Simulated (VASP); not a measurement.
# Pd (P6_3/mmc) in VASP: a series of runs

The runs below take Pd through vibrations by perturbation theory, elastic constants, with LDA, PBEsol.

All numbers are computed with VASP 6.6.1; they aren't measurements. Logs are shortened: lines on timing, memory, paths and dates and some standing lists are left out, and cuts for length are marked.

### 1 The cell of the first run

It takes space group P6_3/mmc (No. 194, hexagonal). The conventional cell has a = 2.784 Å, b = 2.784 Å, c = 4.629 Å, α = 90.00°, β = 90.00°, γ = 120.00°. Pd (site symmetry -6m2) has 12 Pd at 2.78 to 2.82 Å within 3.7 Å.

### 2 Vibrations by perturbation theory, LDA

Contents of INCAR:

```
  PREC = Accurate
  ENCUT = 520
  EDIFF = 1E-8
  ISMEAR = -1
  SIGMA = 0.05
  LREAL = False
  LASPH = True
  NELM = 80
  ALGO = Fast
  ISIF = 2
  LWAVE = False
  LCHARG = False
  IBRION = 8
  NSW = 1
```

Contents of KPOINTS:

```
regular mesh
0
Gamma
  8 8 5
```

Contents of POSCAR:

```
Pd
1.0
    2.7836650458      0.0000000000      0.0000000000
   -1.3918325229      2.4107246453      0.0000000000
    0.0000000000      0.0000000000      4.6288930000
Pd
2
Direct
    0.3333333333      0.6666666667      0.2500000000
    0.6666666667      0.3333333333      0.7500000000
```

Potentials or basis: VASP PAW LDA potentials, release 64 (Pd).

Run with:

```bash
$ cat potpaw_LDA.64/Pd/POTCAR > POTCAR
$ mpirun -np 1 vasp_std > vasp.out
```

OUTCAR:

```text
PREC = Accurate
   ENCUT = 520
   EDIFF = 1E-8
   ISMEAR = -1
   LREAL = False
   LASPH = True
   NELM = 80
   ISIF = 2
   IBRION = 8
   NSW = 1

 ion  position               nearest neighbor table
   1  0.333  0.667  0.250-   2 2.82   2 2.82   2 2.82   2 2.82   2 2.82   2 2.82
   2  0.667  0.333  0.750-   1 2.82   1 2.82   1 2.82   1 2.82   1 2.82   1 2.82

  LATTYP: Found a hexagonal cell.
 ALAT       =     2.7836650458
 C/A-ratio  =     1.6628771507

  Lattice vectors:

 A1 = (   2.7836650458,   0.0000000000,   0.0000000000)
 A2 = (  -1.3918325229,   2.4107246453,   0.0000000000)
 A3 = (   0.0000000000,   0.0000000000,   4.6288930000)

Analysis of symmetry for initial positions (statically):
=====================================================================
 Subroutine PRICEL returns:
 Original cell was already a primitive cell.

 Routine SETGRP: Setting up the symmetry group for a
 hexagonal supercell.

 Subroutine GETGRP returns: Found 24 space group operations
 (whereof 12 operations were pure point group operations)
 out of a pool of 24 trial point group operations.

The static configuration has the point symmetry D_3d.
 The point group associated with its full space group is D_6h.

Analysis of symmetry for dynamics (positions and initial velocities):
=====================================================================
 Subroutine PRICEL returns:
 Original cell was already a primitive cell.

 Routine SETGRP: Setting up the symmetry group for a
 hexagonal supercell.

 Subroutine GETGRP returns: Found 24 space group operations
 (whereof 12 operations were pure point group operations)
 out of a pool of 24 trial point group operations.

The dynamic configuration has the point symmetry D_3d.
 The point group associated with its full space group is D_6h.

 Subroutine INISYM returns: Found 24 space group operations
 (whereof 12 operations are pure point group operations),
 and found     1 'primitive' translations

----------------------------------------------------------------------------------------

                                     Primitive cell

  volume of cell :      31.0629

  direct lattice vectors                    reciprocal lattice vectors
     2.783665046  0.000000000  0.000000000     0.359238624  0.207406516  0.000000000
    -1.391832523  2.410724645  0.000000000     0.000000000  0.414813032  0.000000000
     0.000000000  0.000000000  4.628893000     0.000000000  0.000000000  0.216034374

  length of vectors
     2.783665046  2.783665046  4.628893000     0.414813032  0.414813032  0.216034374

  position of ions in fractional coordinates (direct lattice)
     0.333333333  0.666666667  0.250000000
     0.666666667  0.333333333  0.750000000

  ion indices of the primitive-cell ions
   primitive index   ion index
                 1           1
                 2           2

----------------------------------------------------------------------------------------

 KPOINTS: regular mesh

Automatic generation of k-mesh.
 Grid dimensions read from file:
 generate k-points for:    8    8    5

 Generating k-lattice:

  Cartesian coordinates                     Fractional coordinates (reciprocal lattice)
     0.044904828  0.025925815  0.000000000     0.125000000  0.000000000  0.000000000
     0.000000000  0.051851629  0.000000000     0.000000000  0.125000000  0.000000000
     0.000000000  0.000000000  0.043206875     0.000000000  0.000000000  0.200000000

  Length of vectors
     0.051851629  0.051851629  0.043206875

[... 89 lines left out ...]
 NGX is ok and might be reduce to    24
   NGX = 11   NGY = 11   NGZ = 17

--------------------------------------- Ionic step        1  -------------------------------------------

 number of electron      20.0000008 magnetization

 Free energy of the ion-electron system (eV)
  ---------------------------------------------------
  ext. energy  EPLUGINS =         0.00000000
  ---------------------------------------------------
  free energy    TOTEN  =       -12.78125888 eV

  energy without entropy =      -12.74332861  energy(sigma->0) =      -12.76229374

 E-fermi :   8.7690     XC(G=0): -13.2013

 val. band max:        8.7447383655   @ k =   0.5000   0.0000   0.0000
 cond. band min:       8.7754388253   @ k =   0.5000   0.0000   0.4000
 fundamental gap:      0.0307004599
 Fermi energy:         8.7690380691

 k-point     1 :       0.0000    0.0000    0.0000
  band No.  band energies     occupation
      1       1.8877      2.00000
      2       3.7590      2.00000
      3       6.0093      2.00000
      4       6.1843      2.00000
      5       6.1843      2.00000
      6       6.5138      2.00000
      7       6.5138      2.00000
      8       7.1893      2.00000
      9       7.1893      2.00000
     10       8.5362      1.98120
     11       8.5362      1.98120
     12       9.6505      0.00000
     13      15.3186      0.00000
     14      25.7689      0.00000
[... 377 lines left out ...]
      1       3.9578      2.00000
      2       4.2387      2.00000
      3       4.9365      2.00000
      4       5.1474      2.00000
      5       6.9808      2.00000
      6       7.3101      2.00000
      7       7.6489      2.00000
      8       8.1758      1.99999
      9       8.4481      1.99675
     10       8.5765      1.95836
     11       9.2074      0.00031
     12      11.0687      0.00000
     13      18.2794      0.00000
     14      19.4010      0.00000

 [... further k-points ...]
[... 5 lines left out ...]
  --------------------------------------------------------------------------------------
  -------------------------------------------------------------------------------------
  Total       -3.0727439     -3.0727439     -2.7701977      0.0000000     -0.0000000      0.0000000
  in kB     -158.4875779   -158.4875779   -142.8826913      0.0000000     -0.0000000      0.0000000
  external PRESSURE =    -153.2859490 kB  Pullay stress =       0.0000000 kB

 VOLUME and BASIS-vectors are now :
 -----------------------------------------------------------------------------
  energy-cutoff  :      520.00
  volume of cell :       31.06
      direct lattice vectors                 reciprocal lattice vectors
     2.783665046  0.000000000  0.000000000     0.359238624  0.207406516  0.000000000
    -1.391832523  2.410724645  0.000000000     0.000000000  0.414813032  0.000000000
     0.000000000  0.000000000  4.628893000     0.000000000  0.000000000  0.216034374

 POSITION                                       TOTAL-FORCE (eV/Angst)
 -----------------------------------------------------------------------------------
     -0.00000      1.60715      1.15722        -0.000000      0.000000      0.000000
      1.39183      0.80357      3.47167         0.000000     -0.000000      0.000000
 -----------------------------------------------------------------------------------
    total drift:                               -0.000000      0.000000     -0.000000

  FREE ENERGIE OF THE ION-ELECTRON SYSTEM (eV)
  ---------------------------------------------------
  free  energy   TOTEN  =       -12.7812588792 eV

  energy  without entropy=      -12.7433286064  energy(sigma->0) =      -12.76229374

[... ionic steps 2 to 3 ...]

--------------------------------------- Ionic step        4  -------------------------------------------

------------------------ aborting loop because EDIFF is reached ----------------------------------------

[... ionic steps 5 to 5 ...]

--------------------------------------- Ionic step        6  -------------------------------------------

 Free energy of the ion-electron system (eV)
  ---------------------------------------------------
  ---------------------------------------------------
  free energy    TOTEN  =        -0.27542499 eV

  energy without entropy =       -0.27542499

------------------------ aborting loop because EDIFF is reached ----------------------------------------

 INTERNAL STRAIN TENSOR  FOR ION    1  DIRECTION 3   (eV/Angst):
 -----------------------------------------------------------------------------
    -0.00131  0.00000  0.00000
     0.00000 -0.00131  0.00000
     0.00000 -0.00000  0.00774

 INTERNAL STRAIN TENSOR FOR ION    2 for displacements in x,y,z  (eV/Angst):
          X           Y           Z          XY          YZ          ZX
  --------------------------------------------------------------------------------
  x     0.00000     0.00000     0.00000     1.36908     0.00000     0.00000
  y     1.36908    -1.36908     0.00000     0.00000     0.00000     0.00000
  z    -0.00000     0.00000    -0.00000     0.00000     0.00000     0.00000

 SECOND DERIVATIVES (NOT SYMMETRIZED)
 ------------------------------------
               1X          1Y          1Z          2X          2Y          2Z
  1X    -0.842365    0.000000    0.000000    0.842365   -0.000000    0.000000
  1Y    -0.000000   -0.842365    0.000000    0.000000    0.842365    0.000000
  1Z    -0.000000   -0.000000   -6.960971    0.000000    0.000000    6.960971
  2X     0.842365   -0.000000    0.000000   -0.842365    0.000000    0.000000
  2Y     0.000000    0.842365    0.000000   -0.000000   -0.842365    0.000000
  2Z     0.000000    0.000000    6.960971   -0.000000   -0.000000   -6.960971

 Eigenvectors and eigenvalues of the dynamical matrix
 ----------------------------------------------------

   1 f  =    5.654432 THz    35.527846 2PiTHz  188.611559 cm-1    23.384842 meV
             X         Y         Z           dx          dy          dz
     -0.000000  1.607150  1.157223     0.000000   -0.000000    0.707107
      1.391833  0.803575  3.471670    -0.000000    0.000000   -0.707107
[... 16 lines left out ...]
   5 f  =    0.000000 THz     0.000000 2PiTHz    0.000000 cm-1     0.000000 meV
             X         Y         Z           dx          dy          dz
     -0.000000  1.607150  1.157223     0.707107    0.000000    0.000000
      1.391833  0.803575  3.471670     0.707107   -0.000000    0.000000

   6 f/i=    0.000000 THz     0.000000 2PiTHz    0.000002 cm-1     0.000000 meV
             X         Y         Z           dx          dy          dz
     -0.000000  1.607150  1.157223    -0.000000    0.106526   -0.699037
      1.391833  0.803575  3.471670     0.000000    0.106526   -0.699037

--------------------------------------------------------------------------------------------------------

 ELASTIC MODULI CONTR FROM IONIC RELAXATION (kBar)
 Direction    XX          YY          ZZ          XY          YZ          ZX
 --------------------------------------------------------------------------------
 XX        -114.7695    114.7695     -0.0000     -0.0000      0.0000      0.0000
 YY         114.7695   -114.7695      0.0000      0.0000      0.0000      0.0000
 ZZ          -0.0000      0.0000     -0.0000     -0.0000      0.0000      0.0000
 XY          -0.0000      0.0000     -0.0000   -114.7695      0.0000      0.0000
 YZ           0.0000      0.0000      0.0000      0.0000      0.0000      0.0000
 ZX           0.0000      0.0000      0.0000      0.0000      0.0000      0.0000
 --------------------------------------------------------------------------------
```

It took 36 s on 1 thread of Intel Xeon 6975P-C (Granite Rapids), shared host; peak memory 0.21 GiB.

Results:

| Item | Value |
| --- | --- |
| Highest phonon frequency at Γ | 189 cm⁻¹ |

Phonon frequencies in cm⁻¹ (negative: imaginary):
```tsv
q point	frequencies
(0.000, 0.000, 0.000)	0 0 0 66 66 189
```

Caveat: the cell wasn't relaxed at this level first, which shifts response properties.

### 3 Elastic constants, PBEsol

Contents of INCAR:

```
PREC = Accurate
ENCUT = 600
EDIFF = 1E-8
ISMEAR = -1
SIGMA = 0.05
LREAL = F
LASPH = T
NELM = 60
ALGO = Normal
ISIF = 3
LWAVE = F
LCHARG = F
GGA = PS
IBRION = 6
NFREE = 2
POTIM = 0.015
NSW = 1
```

KPOINTS is that of step 2.

POSCAR is that of step 2.

Potentials or basis: VASP PAW PBE potentials, release 64 (Pd).

Run with:

```bash
$ cat potpaw_PBE.64/Pd/POTCAR > POTCAR
$ mpirun -np 1 vasp_std > vasp.out
```

It used 630 s of CPU time on 1 thread of AMD EPYC 7R13 Processor (Zen 3) (shared host).

The run converged. Its results:

| Property | Result |
| --- | --- |
| Voigt bulk modulus | 152 GPa |
| Highest phonon frequency at Γ | 195 cm⁻¹ |

Phonon frequencies in cm⁻¹ (negative: imaginary):
| q point | frequencies |
| --- | --- |
| (0.000, 0.000, 0.000) | 0 0 0 68 68 195 |

Elastic tensor in Voigt notation (GPa, in the Cartesian axes of the cell as first typed):
```
204 138 115   0   0   0
138 204 115   0   0   0
115 115 225   0   0   0
  0   0   0  30   0   0
  0   0   0   0  30   0
  0   0   0   0   0  33
```

Clamped-ion elastic tensor (GPa):
```
218 124 115   0   0   0
124 218 115   0   0   0
115 115 225   0   0   0
  0   0   0  30   0   0
  0   0   0   0  30   0
  0   0   0   0   0  47
```

Caveat: the cell is under stress, which shifts elastic constants; the PAW data sets were made with another functional, which shifts forces and pressure a little.
